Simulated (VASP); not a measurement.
# C (Fd-3m) in VASP: further runs

The runs below take C through single point, with PBE.

Everything below comes from runs of VASP 6.6.1. Logs are shortened: lines on timing, memory, paths and dates and some standing lists are left out, and cuts for length are marked.

### 1 The cell of the first run

Symmetry: Fd-3m, No. 227, cubic system. The conventional cell has a = 3.572 Å, b = 3.572 Å, c = 3.572 Å, α = 90.00°, β = 90.00°, γ = 90.00°. Within 2.1 Å of C (site symmetry -43m) lie 4 C at 1.55 Å.

### 2 Single point, PBE

Contents of INCAR:

```
SYSTEM = C
  PREC = Accurate
  ENCUT = 600
  EDIFF = 1E-6
  ISMEAR = 0
  SIGMA = 0.02
  LREAL = .False.
  LASPH = .True.
  NELM = 120
  ALGO = Normal
  ISIF = 2
  LWAVE = .False.
  LCHARG = .False.
  GGA = PE
  NBANDS = 11
  GGA_COMPAT = .False.
```

Contents of KPOINTS:

```
regular mesh
0
Gamma
  12 12 12
  0 0 0
```

Contents of POSCAR:

```
C
1.0
    0.0000000000      1.7858396211      1.7858396211
    1.7858396211      0.0000000000      1.7858396211
    1.7858396211      1.7858396211      0.0000000000
C
2
Direct
    0.0000000000      0.0000000000      0.0000000000
    0.2500000000      0.2500000000      0.2500000000
```

Potentials or basis: VASP PAW PBE potentials, release 64 (C).

Launch:

```bash
$ cat potpaw_PBE.64/C/POTCAR > POTCAR
$ mpirun -np 1 vasp_std > vasp.out
```

OUTCAR:

```text
SYSTEM = C
   PREC = Accurate
   ENCUT = 600
   EDIFF = 1E-6
   ISMEAR = 0
   LREAL = .False.
   LASPH = .True.
   NELM = 120
   ISIF = 2
   GGA = PE

 ion  position               nearest neighbor table
   1  0.000  0.000  0.000-   2 1.55   2 1.55   2 1.55   2 1.55
   2  0.250  0.250  0.250-   1 1.55   1 1.55   1 1.55   1 1.55

  LATTYP: Found a face centered cubic cell.
 ALAT       =     3.5716792422

  Lattice vectors:

 A1 = (   0.0000000000,   1.7858396211,   1.7858396211)
 A2 = (   1.7858396211,   0.0000000000,   1.7858396211)
 A3 = (   1.7858396211,   1.7858396211,   0.0000000000)

Analysis of symmetry for initial positions (statically):
=====================================================================
 Subroutine PRICEL returns:
 Original cell was already a primitive cell.

 Routine SETGRP: Setting up the symmetry group for a
 face centered cubic supercell.

 Subroutine GETGRP returns: Found 48 space group operations
 (whereof 24 operations were pure point group operations)
 out of a pool of 48 trial point group operations.

The static configuration has the point symmetry T_d .
 The point group associated with its full space group is O_h .

Analysis of symmetry for dynamics (positions and initial velocities):
=====================================================================
 Subroutine PRICEL returns:
 Original cell was already a primitive cell.

 Routine SETGRP: Setting up the symmetry group for a
 face centered cubic supercell.

 Subroutine GETGRP returns: Found 48 space group operations
 (whereof 24 operations were pure point group operations)
 out of a pool of 48 trial point group operations.

The dynamic configuration has the point symmetry T_d .
 The point group associated with its full space group is O_h .

 Subroutine INISYM returns: Found 48 space group operations
 (whereof 24 operations are pure point group operations),
 and found     1 'primitive' translations

----------------------------------------------------------------------------------------

                                     Primitive cell

  volume of cell :      11.3909

  direct lattice vectors                    reciprocal lattice vectors
     0.000000000  1.785839621  1.785839621    -0.279980349  0.279980349  0.279980349
     1.785839621  0.000000000  1.785839621     0.279980349 -0.279980349  0.279980349
     1.785839621  1.785839621  0.000000000     0.279980349  0.279980349 -0.279980349

  length of vectors
     2.525558612  2.525558612  2.525558612     0.484940189  0.484940189  0.484940189

  position of ions in fractional coordinates (direct lattice)
     0.000000000  0.000000000  0.000000000
     0.250000000  0.250000000  0.250000000

  ion indices of the primitive-cell ions
   primitive index   ion index
                 1           1
                 2           2

----------------------------------------------------------------------------------------

 KPOINTS: regular mesh

Automatic generation of k-mesh.
 Grid dimensions read from file:
 generate k-points for:   12   12   12

 Generating k-lattice:

  Cartesian coordinates                     Fractional coordinates (reciprocal lattice)
    -0.023331696  0.023331696  0.023331696     0.083333333  0.000000000  0.000000000
     0.023331696 -0.023331696  0.023331696     0.000000000  0.083333333  0.000000000
     0.023331696  0.023331696 -0.023331696     0.000000000  0.000000000  0.083333333

  Length of vectors
     0.040411682  0.040411682  0.040411682

  Shift w.r.t. Gamma in fractional coordinates (k-lattice)
     0.000000000  0.000000000  0.000000000

 Subroutine IBZKPT returns following result:
 ===========================================

 Found     72 irreducible k-points:

 Following reciprocal coordinates:
            Coordinates               Weight
  0.000000  0.000000  0.000000      1.000000
  0.083333  0.000000  0.000000      8.000000
  0.166667  0.000000  0.000000      8.000000
  0.250000  0.000000  0.000000      8.000000
  0.333333  0.000000  0.000000      8.000000
  0.416667  0.000000  0.000000      8.000000
[... 16 lines left out ...]
  0.500000  0.166667  0.000000     24.000000
 -0.416667  0.166667  0.000000     24.000000
 [... further k-points ...]
   k-points           NKPTS =     72   k-points in BZ     NKDIM =     72   number of bands    NBANDS=     11
   number of dos      NEDOS =    301   number of ions     NIONS =      2
   total plane-waves  NPLWV =   8000
   dimension x,y,z NGX =    20 NGY =   20 NGZ =   20
   dimension x,y,z NGXF=    40 NGYF=   40 NGZF=   40
   ions per type =               2
   NGX,Y,Z   is equivalent  to a cutoff of  13.17, 13.17, 13.17 a.u.
   NGXF,Y,Z  is equivalent  to a cutoff of  26.33, 26.33, 26.33 a.u.
 SYSTEM =  C
   PREC   = accura    normal or accurate (medium, high low for compatibility)
   ISTART =      0    job   : 0-new  1-cont  2-samecut
   ICHARG =      2    charge: 1-file 2-atom 10-const
   ISPIN  =      1    spin polarized calculation?
   LNONCOLLINEAR =      F non collinear calculations
   LSORBIT =      F    spin-orbit coupling
   LASPH  =      T    aspherical Exc in radial PAW
   ENCUT  =  600.0 eV  44.10 Ry    6.64 a.u.   5.04  5.04  5.04*2*pi/ulx,y,z
   NELM   =    120;   NELMIN=  2; NELMDL= -5     # of ELM steps
   EDIFF  = 0.1E-05   stopping-criterion for ELM
   LREAL  =      F    real-space projection
   EDIFFG = 0.1E-04   stopping-criterion for IOM
   NSW    =      0    number of steps for IOM
   IBRION =     -1    ionic relax: 0-MD 1-quasi-New 2-CG
   NFREE  =      0    steps in history (QN), initial steepest desc. (CG)
   ISIF   =      2    stress and relaxation
   ISYM   =      2    0-nonsym 1-usesym 2-fastsym
   POTIM  = 0.5000    time-step for ionic-motion
   TEBEG  =    0.0;   TEEND  =   0.0 temperature during run
   PSTRESS=    0.0 pullay stress
   NELECT =       8.0000    total number of electrons
   NUPDOWN=      -1.0000    fix difference up-down
   EMIN   =  10.00;   EMAX   =-10.00  energy-range for DOS
   EFERMI =   0.00;   METHOD = LEGACY
   ISMEAR =     0;   SIGMA  =   0.02  broadening in eV -4-tet -1-fermi 0-gaus
   EFERMI_NEDOS =   21; number of points for ismear=-14 and -15
   IALGO  =     38    algorithm
   IMIX   =      4    mixing-type and parameters
     AMIX     =   0.40;   BMIX     =  1.00
     AMIX_MAG =   1.60;   BMIX_MAG =  1.00
  volume/ion in A,a.u.               =       5.70        38.43
  Fermi-wavevector in a.u.,A,eV,Ry     =   1.455188  2.749906 28.811309  2.117571
  Thomas-Fermi vector in A             =   2.572251
   LORBIT       =      0    0 simple, 1 ext, 2 COOP (PROOUT), +10 PAW based schemes
   GGA     = PE    functional components
   LHFCALC =     F    Hartree Fock is set to
   AEXX    =    0.0000 exact exchange contribution
   IVDW    =     0    specifies the selected vdW correction
   LEPSILON=     F    determine dielectric tensor
   LRPA    =     F    only Hartree local field effects (RPA)
 non-spin polarized calculation
 Gauss-broadening in eV      SIGMA  =   0.02
  energy-cutoff  :      600.00
  volume of cell :       11.39
 maximum number of plane-waves:       392
   NGX =  9   NGY =  9   NGZ =  9

 number of electron       7.9999999 magnetization

 Free energy of the ion-electron system (eV)
  ---------------------------------------------------
  ext. energy  EPLUGINS =         0.00000000
  ---------------------------------------------------
  free energy    TOTEN  =       -18.19049229 eV

  energy without entropy =      -18.19049229  energy(sigma->0) =      -18.19049229

 E-fermi :   9.7718     XC(G=0): -13.2299

 val. band max:        9.6685473946   @ k =   0.0000   0.0000   0.0000
 cond. band min:      13.8126040685   @ k =   0.3333   0.3333   0.0000
 fundamental gap:      4.1440566739
 Fermi energy:         9.7718307691

 k-point     1 :       0.0000    0.0000    0.0000
  band No.  band energies     occupation
      1     -11.7522      2.00000
      2       9.6685      2.00000
      3       9.6685      2.00000
      4       9.6685      2.00000
      5      15.2474      0.00000
      6      15.2474      0.00000
      7      15.2474      0.00000
      8      22.9048      0.00000
      9      28.9106      0.00000
     10      36.1592      0.00000
     11      36.1592      0.00000

 k-point     2 :       0.0833    0.0000    0.0000
  band No.  band energies     occupation
      1     -11.5606      2.00000
      2       8.4465      2.00000
      3       9.3473      2.00000
      4       9.3473      2.00000
      5      15.6682      0.00000
      6      15.6682      0.00000
      7      15.9569      0.00000
      8      23.0724      0.00000
      9      29.2301      0.00000
     10      34.0414      0.00000
     11      34.0414      0.00000

 k-point     3 :       0.1667    0.0000    0.0000
  band No.  band energies     occupation
      1     -10.9877      2.00000
      2       5.9240      2.00000
      3       8.6498      2.00000
      4       8.6498      2.00000
      5      16.5833      0.00000
      6      16.5833      0.00000
      7      17.0355      0.00000
      8      23.5561      0.00000
      9      29.8985      0.00000
     10      32.4502      0.00000
     11      32.4502      0.00000

 k-point     4 :       0.2500    0.0000    0.0000
  band No.  band energies     occupation
      1     -10.0424      2.00000
      2       3.0969      2.00000
      3       7.9300      2.00000
      4       7.9300      2.00000
      5      17.4378      0.00000
      6      17.4378      0.00000
      7      17.7749      0.00000
      8      24.2355      0.00000
      9      30.3250      0.00000
     10      32.0327      0.00000
     11      32.0327      0.00000

 k-point     5 :       0.3333    0.0000    0.0000
  band No.  band energies     occupation
      1      -8.7458      2.00000
      2       0.3267      2.00000
      3       7.3584      2.00000
      4       7.3584      2.00000
      5      17.9256      0.00000
      6      17.9256      0.00000
      7      18.1897      0.00000
      8      24.8650      0.00000
      9      30.5587      0.00000
     10      32.8568      0.00000
     11      32.8568      0.00000
[... 211 lines left out ...]
 k-point    21 :       0.3333    0.1667    0.0000
  band No.  band energies     occupation
      1      -8.9819      2.00000
      2       2.4672      2.00000
      3       5.8500      2.00000
      4       6.2520      2.00000
      5      15.6682      0.00000
      6      20.4065      0.00000
      7      20.4916      0.00000
      8      21.4163      0.00000
      9      30.5070      0.00000
     10      31.2982      0.00000
     11      36.6550      0.00000

 k-point    22 :       0.4167    0.1667    0.0000
  band No.  band energies     occupation
      1      -7.5939      2.00000
      2      -0.0767      2.00000
      3       5.4108      2.00000
      4       5.6319      2.00000
      5      16.3297      0.00000
      6      20.6276      0.00000
      7      20.7293      0.00000
      8      22.3209      0.00000
      9      30.6877      0.00000
     10      32.0469      0.00000
     11      37.0147      0.00000

 k-point    23 :       0.5000    0.1667    0.0000
  band No.  band energies     occupation
      1      -6.0198      2.00000
      2      -2.3067      2.00000
      3       4.6963      2.00000
      4       5.7186      2.00000
      5      16.7512      0.00000
      6      20.3598      0.00000
      7      20.8415      0.00000
      8      23.9125      0.00000
      9      29.7561      0.00000
     10      33.4038      0.00000
     11      36.2009      0.00000

 k-point    24 :      -0.4167    0.1667    0.0000
  band No.  band energies     occupation
      1      -5.5933      2.00000
      2      -2.8190      2.00000
      3       4.2119      2.00000
      4       6.0952      2.00000
      5      17.1871      0.00000
      6      19.8717      0.00000
      7      20.8195      0.00000
      8      25.0568      0.00000
      9      29.0658      0.00000
     10      33.8087      0.00000
     11      34.1561      0.00000

 [... further k-points ...]
[... 5 lines left out ...]
  --------------------------------------------------------------------------------------
  -------------------------------------------------------------------------------------
  Total       -0.0029789     -0.0029789     -0.0029789      0.0000000      0.0000000     -0.0000000
  in kB       -0.4190002     -0.4190002     -0.4190002      0.0000000      0.0000000     -0.0000000
  external PRESSURE =      -0.4190002 kB  Pullay stress =       0.0000000 kB

 VOLUME and BASIS-vectors are now :
 -----------------------------------------------------------------------------
  energy-cutoff  :      600.00
  volume of cell :       11.39
      direct lattice vectors                 reciprocal lattice vectors
     0.000000000  1.785839621  1.785839621    -0.279980349  0.279980349  0.279980349
     1.785839621  0.000000000  1.785839621     0.279980349 -0.279980349  0.279980349
     1.785839621  1.785839621  0.000000000     0.279980349  0.279980349 -0.279980349

 POSITION                                       TOTAL-FORCE (eV/Angst)
 -----------------------------------------------------------------------------------
      0.00000      0.00000      0.00000        -0.000000     -0.000000     -0.000000
      0.89292      0.89292      0.89292         0.000000      0.000000      0.000000
 -----------------------------------------------------------------------------------
    total drift:                                0.000000      0.000000      0.000000

  FREE ENERGIE OF THE ION-ELECTRON SYSTEM (eV)
  ---------------------------------------------------
  free  energy   TOTEN  =       -18.1904922850 eV

  energy  without entropy=      -18.1904922850  energy(sigma->0) =      -18.19049229
```

Run time: 9 s. Hardware: 1 thread of AMD EPYC 9R45 (Zen 5), shared host; peak memory 0.09 GiB.

What came out:

```
Free energy            : -18.1905 eV
Pressure               : 0.0 GPa
Band gap on the k mesh : 4.14 eV, indirect (least direct gap 5.58 eV)
```

Levels at points of the mesh, in eV from the valence-band top:
| k point | band 1 | band 2 | band 3 | band 4 | band 5 | band 6 | band 7 | band 8 |
| --- | --- | --- | --- | --- | --- | --- | --- | --- |
| (0.00, 0.00, 0.00) | -21.42 | 0.00 | 0.00 | 0.00 | 5.58 | 5.58 | 5.58 | 13.24 |
| (0.50, 0.00, 0.00) | -15.67 | -13.33 | -2.79 | -2.79 | 8.44 | 8.44 | 8.79 | 15.66 |
| (0.50, 0.50, 0.00) | -12.73 | -12.73 | -6.27 | -6.27 | 4.75 | 4.75 | 16.74 | 16.74 |

A k mesh can miss the band edges. PBE gaps usually lie below the measured ones, often by a third to a half.

### 3 Single point, PBE

Contents of INCAR:

```
ALGO = Normal
EDIFF = 1E-6
ENCUT = 600
GGA = PE
GGA_COMPAT = F
ISIF = 2
ISMEAR = 0
LASPH = T
LCHARG = F
LREAL = F
LWAVE = F
NBANDS = 11
NELM = 120
PREC = Accurate
SIGMA = 0.02
```

Contents of KPOINTS:

```
k-points
0
Gamma
  12 12 12
```

POSCAR is that of step 2.

Potentials or basis: VASP PAW PBE potentials, release 64 (C).

Launch:

```bash
$ cat potpaw_PBE.64/C/POTCAR > POTCAR
$ mpirun -np 1 vasp_std > vasp.out
```

Run time: 8.3 s. Hardware: 1 thread of AMD EPYC 9R45 (Zen 5), shared host; peak memory 0.08 GiB.

Results (log left out):

* Free energy: -18.1905 eV
* Pressure: 0.0 GPa
* Band gap on the k mesh: 4.14 eV, indirect (least direct gap 5.58 eV)

Levels at points of the mesh, in eV from the valence-band top:
| k point | band 1 | band 2 | band 3 | band 4 | band 5 | band 6 | band 7 | band 8 |
| --- | --- | --- | --- | --- | --- | --- | --- | --- |
| (0.00, 0.00, 0.00) | -21.42 | 0.00 | 0.00 | 0.00 | 5.58 | 5.58 | 5.58 | 13.24 |
| (0.50, 0.00, 0.00) | -15.67 | -13.33 | -2.79 | -2.79 | 8.44 | 8.44 | 8.79 | 15.66 |
| (0.50, 0.50, 0.00) | -12.73 | -12.73 | -6.27 | -6.27 | 4.75 | 4.75 | 16.74 | 16.74 |
